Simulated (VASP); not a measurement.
# NiSb (F-43m) in VASP: notebook, part 2 of 2

VASP 6.6.1. The steps go on from the part before.

## Step 3: Relaxation of cell and atoms, PBE

This run uses another cell than the first one, of 18.28 Å³/atom.

The input, INCAR:

```
  PREC = Accurate
  ENCUT = 600
  EDIFF = 1E-7
  ISMEAR = 0
  SIGMA = 0.1
  LREAL = F
  LASPH = T
  NELM = 60
  ALGO = Normal
  ISIF = 3
  LWAVE = F
  LCHARG = F
  GGA = PE
  IBRION = 2
  NSW = 90
  EDIFFG = -0.04
```

The input, KPOINTS:

```
regular mesh
0
Gamma
  6 6 6
```

The input, POSCAR:

```
NiSb
1.0
    0.0000000000      2.6340865568      2.6340865568
    2.6340865568      0.0000000000      2.6340865568
    2.6340865568      2.6340865568      0.0000000000
Ni Sb
1 1
Direct
    0.0000000000      0.0000000000      0.0000000000
    0.7500000000      0.7500000000      0.7500000000
```

Potentials or basis: VASP PAW PBE potentials, release 64 (Ni, Sb).

The run is started by

```console
$ cat potpaw_PBE.64/Ni/POTCAR potpaw_PBE.64/Sb/POTCAR > POTCAR
$ mpirun -np 1 vasp_std > vasp.out
```

OUTCAR:

```text
PREC = Accurate
   ENCUT = 600
   EDIFF = 1E-7
   ISMEAR = 0
   LREAL = F
   LASPH = T
   NELM = 60
   ISIF = 3
   GGA = PE
   IBRION = 2
   NSW = 90
   EDIFFG = -0.04

 ion  position               nearest neighbor table
   1  0.000  0.000  0.000-   2 2.28   2 2.28   2 2.28   2 2.28
   2  0.750  0.750  0.750-   1 2.28   1 2.28   1 2.28   1 2.28

  LATTYP: Found a face centered cubic cell.
 ALAT       =     5.2681731136

  Lattice vectors:

 A1 = (   0.0000000000,   2.6340865568,   2.6340865568)
 A2 = (   2.6340865568,   0.0000000000,   2.6340865568)
 A3 = (   2.6340865568,   2.6340865568,   0.0000000000)

Analysis of symmetry for initial positions (statically):
=====================================================================
 Subroutine PRICEL returns:
 Original cell was already a primitive cell.

 Routine SETGRP: Setting up the symmetry group for a
 face centered cubic supercell.

 Subroutine GETGRP returns: Found 24 space group operations
 (whereof 24 operations were pure point group operations)
 out of a pool of 48 trial point group operations.

The static configuration has the point symmetry T_d .

Analysis of symmetry for dynamics (positions and initial velocities):
=====================================================================
 Subroutine PRICEL returns:
 Original cell was already a primitive cell.
[... 121 lines left out ...]
  Fermi-wavevector in a.u.,A,eV,Ry     =   1.216555  2.298956 20.136717  1.480007
  Thomas-Fermi vector in A             =   2.351905
   LORBIT       =      0    0 simple, 1 ext, 2 COOP (PROOUT), +10 PAW based schemes
   GGA     = PE    functional components
   LHFCALC =     F    Hartree Fock is set to
   AEXX    =    0.0000 exact exchange contribution
   IVDW    =     0    specifies the selected vdW correction
   LEPSILON=     F    determine dielectric tensor
   LRPA    =     F    only Hartree local field effects (RPA)
 conjugate gradient relaxation of ions
 non-spin polarized calculation
 Gauss-broadening in eV      SIGMA  =   0.10
  energy-cutoff  :      600.00
  volume of cell :       36.55
 maximum number of plane-waves:      1243
 NGX is ok and might be reduce to    30
   NGX = 15   NGY = 15   NGZ = 15

--------------------------------------- Ionic step        1  -------------------------------------------

 number of electron      15.0000008 magnetization

 Free energy of the ion-electron system (eV)
  ---------------------------------------------------
  ext. energy  EPLUGINS =         0.00000000
  ---------------------------------------------------
  free energy    TOTEN  =        -8.50437996 eV

  energy without entropy =       -8.49940232  energy(sigma->0) =       -8.50189114

 E-fermi :   8.7708     XC(G=0): -10.9934

 val. band max:        8.6994430454   @ k =   0.5000   0.3333   0.0000
 cond. band min:       8.9011260201   @ k =  -0.3333   0.3333   0.1667
 fundamental gap:      0.2016829747
 Fermi energy:         8.7708237960
[... 560 lines left out ...]
--------------------------------------- Ionic step        4  -------------------------------------------

 number of electron      14.9999990 magnetization

 Free energy of the ion-electron system (eV)
  ---------------------------------------------------
  ext. energy  EPLUGINS =         0.00000000
  ---------------------------------------------------
  free energy    TOTEN  =        -9.26330079 eV

  energy without entropy =       -9.25456720  energy(sigma->0) =       -9.25893400

 E-fermi :   5.9263     XC(G=0):  -9.8497

 val. band max:        5.8768080311   @ k =   0.5000   0.3333   0.0000
 cond. band min:       6.0346407027   @ k =  -0.3333   0.3333   0.1667
 fundamental gap:      0.1578326716
 Fermi energy:         5.9262825922
[... 251 lines left out ...]
  FREE ENERGIE OF THE ION-ELECTRON SYSTEM (eV)
  ---------------------------------------------------
  free  energy   TOTEN  =        -9.2633007930 eV

  energy  without entropy=       -9.2545672006  energy(sigma->0) =       -9.25893400

 reached required accuracy - stopping structural energy minimisation
```

CONTCAR:

```text
NiSb
   1.00000000000000
     0.0000000000000000    2.8540528599779647    2.8540528599779647
     2.8540528599779647   -0.0000000000000000    2.8540528599779647
     2.8540528599779647    2.8540528599779647    0.0000000000000000
  Ni              Sb
     1     1
Direct
     0.0000000000000000    0.0000000000000000    0.0000000000000000
     0.7500000000000000    0.7500000000000000    0.7500000000000000

  0.00000000E+00  0.00000000E+00  0.00000000E+00
  0.00000000E+00  0.00000000E+00  0.00000000E+00
```

Wall time 98 s (1 thread of Intel Xeon 8259CL, shared host); peak memory 0.18 GiB.

What came out:

```
Free energy                           : -9.2633 eV
Relaxed volume                        : 23.25 Å³/atom
Relaxed cell                          : a = 4.036 Å, b = 4.036 Å, c = 4.036 Å, α = 60.00°, β = 60.00°, γ = 60.00°
Space group after relaxing (to 0.1 Å) : F-43m (No. 216)
Energy gained by relaxing             : 379.5 meV/atom
Ionic steps                           : 4
Pressure after relaxing               : -0.1 GPa
Band gap on the k mesh                : zero (an odd number of electrons rules out a gap without spin polarisation)
```

The path:
```csv
step,energy change (eV),largest force (eV/Å),pressure (GPa),volume (Å³)
1,0.0000,0.0000,30.82,36.55
2,-0.3059,0.0000,-9.66,58.48
3,-0.7586,0.0000,-0.45,46.72
4,-0.7589,0.0000,-0.07,46.50
```

Final structure:
```cif
data_structure
_symmetry_space_group_name_H-M 'P 1'
_symmetry_Int_Tables_number 1
_cell_length_a 4.0362
_cell_length_b 4.0362
_cell_length_c 4.0362
_cell_angle_alpha 60.000
_cell_angle_beta 60.000
_cell_angle_gamma 60.000
_cell_volume 46.50
loop_
_atom_site_label
_atom_site_type_symbol
_atom_site_fract_x
_atom_site_fract_y
_atom_site_fract_z
_atom_site_occupancy
Ni1 Ni 0.00000 0.00000 0.00000 1
Sb1 Sb 0.75000 0.75000 0.75000 1
```

Caveat: the volume moved by over 15 % at a fixed basis, so the end points are rough; spin-orbit coupling is left out, which moves the levels of the heavy elements; an odd number of electrons without spin polarisation forces a metal; a magnetic or distorted state may lie lower. Spin polarisation is off, so any magnetic state and its effect on volume and gap are missing.

## Step 4: Single point, PBE, collinear spin, ferromagnetic start

This run uses another cell than the first one, of 18.28 Å³/atom.

The input, INCAR:

```
PREC = Accurate
ENCUT = 520
EDIFF = 1E-7
ISMEAR = 0
SIGMA = 0.1
LREAL = False
LASPH = True
NELM = 150
ALGO = Normal
ISIF = 2
LWAVE = False
LCHARG = False
ISPIN = 2
MAGMOM = 2 0
LORBIT = 11
LMAXMIX = 4
GGA = PE
NBANDS = 18
```

The input, KPOINTS:

```
Automatic mesh
0
Gamma
  6 6 6
```

POSCAR is that of step 3.

The run is started by

```console
$ cat potpaw_PBE.64/Ni/POTCAR potpaw_PBE.64/Sb/POTCAR > POTCAR
$ mpirun -np 1 vasp_std > vasp.out
```

Wall time 64 s (1 thread of Intel Xeon 8259CL, shared host); peak memory 0.18 GiB.

It converged, with:

* Free energy: -8.5044 eV
* Pressure: 30.8 GPa
* Net moment: 0.00 μB per cell
* Valence electrons inside the program's atomic spheres: Ni 9.74; Sb 2.64

Levels at points of the mesh, in eV from the Fermi level:
Spin up:
```csv
k point,band 3,band 4,band 5,band 6,band 7,band 8,band 9,band 10,band 11,band 12
"(0.00, 0.00, 0.00)",-3.51,-3.51,-2.26,-2.26,4.75,4.75,4.75,6.87,6.87,6.87
"(0.50, 0.00, 0.00)",-3.32,-3.32,-2.20,-2.20,-2.02,2.32,2.32,6.23,7.60,7.60
"(0.50, 0.50, 0.00)",-2.72,-2.72,-2.53,-2.17,-1.75,-0.77,-0.77,4.45,4.68,14.86
```
Spin down:
| k point | band 3 | band 4 | band 5 | band 6 | band 7 | band 8 | band 9 | band 10 | band 11 | band 12 |
| --- | --- | --- | --- | --- | --- | --- | --- | --- | --- | --- |
| (0.00, 0.00, 0.00) | -3.51 | -3.51 | -2.26 | -2.26 | 4.75 | 4.75 | 4.75 | 6.87 | 6.87 | 6.87 |
| (0.50, 0.00, 0.00) | -3.32 | -3.32 | -2.20 | -2.20 | -2.02 | 2.32 | 2.32 | 6.23 | 7.60 | 7.60 |
| (0.50, 0.50, 0.00) | -2.72 | -2.72 | -2.53 | -2.17 | -1.75 | -0.77 | -0.77 | 4.45 | 4.68 | 14.86 |

Caveat: the cell stands under pressure; the moments typed at the start vanished in this run; spin-orbit coupling is left out, which moves the levels of the heavy elements.

## Step 5: Single point, PBE

This run uses another cell than the first one, of 23.29 Å³/atom.

The input, INCAR:

```
ALGO = Normal ; EDIFF = 1E-6
ENCUT = 520 ; GGA = PE
ISIF = 2 ; ISMEAR = 0
LASPH = True ; LCHARG = False
LREAL = False ; LWAVE = False
NBANDS = 14 ; NELM = 80
PREC = Accurate ; SIGMA = 0.1
```

The input, KPOINTS:

```
k-points
0
Gamma
  16 16 16
```

The input, POSCAR:

```
NiSb
1.0
    0.0000000000      2.8558125487      2.8558125487
    2.8558125487      0.0000000000      2.8558125487
    2.8558125487      2.8558125487      0.0000000000
Ni Sb
1 1
Direct
    0.0000000000      0.0000000000      0.0000000000
    0.2500000000      0.2500000000      0.2500000000
```

The run is started by

```console
$ cat potpaw_PBE.64/Ni/POTCAR potpaw_PBE.64/Sb/POTCAR > POTCAR
$ mpirun -np 1 vasp_std > vasp.out
```

It took 3.3 min on 1 thread of Intel Xeon 8259CL, shared host; peak memory 0.25 GiB.

The run converged. Its results:

```yaml
Free_energy: -9.2510 eV
Pressure: -0.1 GPa
Band_gap_on_the_k_mesh: zero (an odd number of electrons rules out a gap without spin polarisation)
```

Levels at points of the mesh, in eV from the Fermi level:
```
           k point  band 4  band 5  band 6  band 7  band 8  band 9  band 10  band 11
(0.00, 0.00, 0.00)   -2.62   -1.58   -1.58    3.44    3.44    3.44     5.37     6.26
(0.50, 0.00, 0.00)   -2.47   -1.54   -1.54   -1.44    1.77    1.77     4.91     6.92
(0.50, 0.50, 0.00)   -2.10   -1.68   -1.49   -1.32   -0.43   -0.43     3.98     4.32
```

Caveat: spin-orbit coupling is left out, which moves the levels of the heavy elements; an odd number of electrons without spin polarisation forces a metal; a magnetic or distorted state may lie lower. Spin polarisation is off, so any magnetic state and its effect on volume and gap are missing.

## Step 6: Relaxation of cell and atoms, PBE

The input, INCAR:

```
SYSTEM = NiSb
  PREC = Accurate
  ENCUT = 600
  EDIFF = 1E-6
  ISMEAR = 0
  SIGMA = 0.1
  LREAL = .FALSE.
  LASPH = .TRUE.
  NELM = 60
  ALGO = Normal
  ISIF = 3
  LWAVE = .FALSE.
  LCHARG = .FALSE.
  GGA = PE
  IBRION = 2
  NSW = 100
  EDIFFG = -0.01
```

The input, KPOINTS:

```
Automatic mesh
0
G
  16 16 16
  0 0 0
```

The input, POSCAR:

```
NiSb
1.0
    0.0000000000      2.8533720845      2.8533720845
    2.8533720845      0.0000000000      2.8533720845
    2.8533720845      2.8533720845      0.0000000000
Ni Sb
1 1
Direct
    0.0000000000      0.0000000000      0.0000000000
    0.2500000000      0.2500000000      0.2500000000
```

Potentials or basis: VASP PAW PBE potentials, release 64 (Ni, Sb).

The run is started by

```console
$ cat potpaw_PBE.64/Ni/POTCAR potpaw_PBE.64/Sb/POTCAR > POTCAR
$ mpirun -np 1 vasp_std > vasp.out
```

OUTCAR:

```text
SYSTEM = NiSb
   PREC = Accurate
   ENCUT = 600
   EDIFF = 1E-6
   ISMEAR = 0
   LREAL = .FALSE.
   LASPH = .TRUE.
   NELM = 60
   ISIF = 3
   GGA = PE
   IBRION = 2
   NSW = 100
   EDIFFG = -0.01

 ion  position               nearest neighbor table
   1  0.000  0.000  0.000-   2 2.47   2 2.47   2 2.47   2 2.47
   2  0.250  0.250  0.250-   1 2.47   1 2.47   1 2.47   1 2.47

[... 526 lines left out ...]

 [... further k-points ...]

------------------------ aborting loop because EDIFF is reached ----------------------------------------

  FORCE on cell =-STRESS in cart. coord.  units (eV):
  Direction    XX          YY          ZZ          XY          YZ          ZX
  --------------------------------------------------------------------------------------
  -------------------------------------------------------------------------------------
  Total        0.0015005      0.0015005      0.0015005     -0.0000000      0.0000000     -0.0000000
  in kB        0.0517407      0.0517407      0.0517407     -0.0000000      0.0000000     -0.0000000
  external PRESSURE =       0.0517407 kB  Pullay stress =       0.0000000 kB

 VOLUME and BASIS-vectors are now :
 -----------------------------------------------------------------------------
  energy-cutoff  :      600.00
  volume of cell :       46.46
      direct lattice vectors                 reciprocal lattice vectors
     0.000000000  2.853372085  2.853372085    -0.175231265  0.175231265  0.175231265
     2.853372085  0.000000000  2.853372085     0.175231265 -0.175231265  0.175231265
     2.853372085  2.853372085  0.000000000     0.175231265  0.175231265 -0.175231265

 POSITION                                       TOTAL-FORCE (eV/Angst)
 -----------------------------------------------------------------------------------
      0.00000      0.00000      0.00000         0.000000      0.000000      0.000000
      1.42669      1.42669      1.42669        -0.000000     -0.000000     -0.000000
 -----------------------------------------------------------------------------------
    total drift:                                0.000000      0.000000      0.000000

  FREE ENERGIE OF THE ION-ELECTRON SYSTEM (eV)
  ---------------------------------------------------
  free  energy   TOTEN  =        -9.2508430975 eV

  energy  without entropy=       -9.2407926811  energy(sigma->0) =       -9.24581789

 reached required accuracy - stopping structural energy minimisation
```

OSZICAR:

```text
N       E                     dE             d eps       ncg     rms          rms(c)
DAV:   1     0.686389904412E+02    0.68639E+02   -0.66002E+03  3190   0.139E+03
DAV:   2    -0.675822429788E+01   -0.75397E+02   -0.71889E+02  3268   0.242E+02
DAV:   3    -0.993235069595E+01   -0.31741E+01   -0.30716E+01  3635   0.596E+01
DAV:   4    -0.999228102439E+01   -0.59930E-01   -0.59810E-01  3630   0.814E+00
DAV:   5    -0.999400237126E+01   -0.17213E-02   -0.17213E-02  3753   0.148E+00    0.948E+00
DAV:   6    -0.125521651825E+02   -0.25582E+01   -0.33944E+01  3433   0.112E+02    0.158E+01
DAV:   7    -0.927448494030E+01    0.32777E+01   -0.10463E+01  3625   0.725E+01    0.244E+00
DAV:   8    -0.926346565120E+01    0.11019E-01   -0.68433E-01  4413   0.107E+01    0.151E+00
DAV:   9    -0.925111523130E+01    0.12350E-01   -0.79190E-02  3583   0.528E+00    0.313E-01
DAV:  10    -0.925087695648E+01    0.23827E-03   -0.40035E-03  3798   0.112E+00    0.161E-01
DAV:  11    -0.925084240572E+01    0.34551E-04   -0.67927E-04  4534   0.455E-01    0.566E-02
DAV:  12    -0.925084542527E+01   -0.30196E-05   -0.41089E-05  3540   0.688E-02    0.231E-02
DAV:  13    -0.925084271206E+01    0.27132E-05   -0.17919E-05  4728   0.597E-02    0.604E-03
DAV:  14    -0.925084309754E+01   -0.38547E-06   -0.12567E-06  2151   0.120E-02
   1 F= -.92508431E+01 E0= -.92458179E+01  d E =-.925084E+01
```

Run time: 2 min. Hardware: 1 thread of Intel Xeon 8259CL, shared host; peak memory 0.26 GiB.

Results:

```
Free energy             : -9.2508 eV
Pressure after relaxing : 0.0 GPa
Band gap on the k mesh  : zero (an odd number of electrons rules out a gap without spin polarisation)
```

Final structure:
```
Ni Sb
1.0
     0.00000    2.85337    2.85337
     2.85337    0.00000    2.85337
     2.85337    2.85337    0.00000
Ni Sb
1 1
Direct
  0.00000 0.00000 0.00000
  0.25000 0.25000 0.25000
```

Caveat: the relaxation stopped at its first step, so nothing moved; spin-orbit coupling is left out, which moves the levels of the heavy elements; an odd number of electrons without spin polarisation forces a metal; a magnetic or distorted state may lie lower. Spin polarisation is off, so any magnetic state and its effect on volume and gap are missing.

## Step 7: The runs side by side

```tsv
task	cell	k mesh	cutoff (eV)	gap on the mesh (eV)	pressure (GPa)
single point	a = 4.035 Å, angles 60.0°, 2 atoms	6 × 6 × 6	520	none	0.0
relaxation of cell and atoms	relaxed from a = 3.725 Å, angles 60.0°, 2 atoms	6 × 6 × 6	600	none	-0.1
single point	a = 4.039 Å, angles 60.0°, 2 atoms	16 × 16 × 16	520	none	-0.1
relaxation of cell and atoms	relaxed from a = 4.035 Å, angles 60.0°, 2 atoms	16 × 16 × 16	600	none	0.0
```

Alike in all rows: level PBE; potentials or basis VASP PAW PBE potentials, release 64 (Ni, Sb); no spin polarisation; smearing gaussian 0.1 eV.

Caveats: spin-orbit coupling is left out, which moves the levels of the heavy elements; an odd number of electrons without spin polarisation forces a metal; a magnetic or distorted state may lie lower; the volume moved by over 15 % at a fixed basis, so the end points are rough (at least some runs); the relaxation stopped at its first step, so nothing moved (at least some runs).

Total energies depend on the potentials used, so only differences within one code and one set of settings carry meaning.

The gap in the log of VASP goes by the Fermi energy; the results here count the filled bands.